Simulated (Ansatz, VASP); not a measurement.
# One calculation of H2Se, two programs

The input INCAR:

```
SYSTEM = H2Se
PREC = Accurate ; ENCUT = 600
EDIFF = 1E-6 ; ISMEAR = 0
SIGMA = 0.1 ; LREAL = .FALSE.
LASPH = .TRUE. ; NELM = 60
ALGO = Normal ; ISIF = 3
LWAVE = .FALSE. ; LCHARG = .FALSE.
GGA = PE ; IBRION = 2
NSW = 90 ; EDIFFG = -0.04
```

Contents of KPOINTS:

```
regular mesh
0
G
  4 4 6
  0 0 0
```

File POSCAR:

```
H2Se
1.0
    5.5949162108      0.0000000000      0.0000000000
    0.0000000000      5.5949162108      0.0000000000
    0.0000000000      0.0000000000      3.6036911336
H Se
4 2
Direct
    0.3060000000      0.3060000000      0.0000000000
    0.1940000000      0.8060000000      0.5000000000
    0.6940000000      0.6940000000      0.0000000000
    0.8060000000      0.1940000000      0.5000000000
    0.0000000000      0.0000000000      0.0000000000
    0.5000000000      0.5000000000      0.5000000000
```

Input for Ansatz:

```yaml
crystal:
  lattice:
    - [5.5949162108, 0.0, 0.0]
    - [0.0, 5.5949162108, 0.0]
    - [0.0, 0.0, 3.6036911336]
  atoms:
    - { symbol: H, position: [0.306, 0.306, 0.0] }
    - { symbol: H, position: [0.194, 0.806, 0.5] }
    - { symbol: H, position: [0.694, 0.694, 0.0] }
    - { symbol: H, position: [0.806, 0.194, 0.5] }
    - { symbol: Se, position: [0.0, 0.0, 0.0] }
    - { symbol: Se, position: [0.5, 0.5, 0.5] }
basis:
  ecutwfc: 420
kpoints:
  mp_grid: { grid: [4, 4, 6] }
hamiltonian:
  xc: pbe
scf:
  occupations: { method: gaussian, width: 0.1 }
  lower_state_search: "off"
output:
  forces: true
  stress: true
  eigenvalues: true
relax:
  adjacent_minimum: "off"
  f_tol: 0.04
  max_steps: 70
  cell: { stress_tol: 0.4 }
```

Alike in both runs: task relaxation of cell and atoms; functional PBE; k mesh 4 × 4 × 6; occupations gaussian, width 0.1 eV; no spin polarisation.

```csv
,VASP,Ansatz
version,VASP 6.6.1,Ansatz 0.2.0
potentials or method,"VASP PAW PBE potentials, release 64 (H, Se), cutoff 600 eV","scalar-relativistic, plane waves, PAW"
valence electrons in the cell,16,36
```

|  | VASP | Ansatz | Ansatz less VASP |
| --- | --- | --- | --- |
| gap on the k mesh at the Fermi level, each at its own relaxed structure (eV) | none | none | - |
| relaxed volume (Å³/atom) | 16.22 | 17.15 | +0.936 |
| relaxed cell length with the largest relative difference (Å) | 5.774 | 5.939 | +0.1648 |

A gap of «none» marks a metal or a gap that the smearing closes. One of these differences is far larger than is usual between the two programs; its cause wasn't traced. VASP's potentials hold 16 valence electrons a cell and Ansatz's 36, so a difference there can come from the potentials and not from the codes.
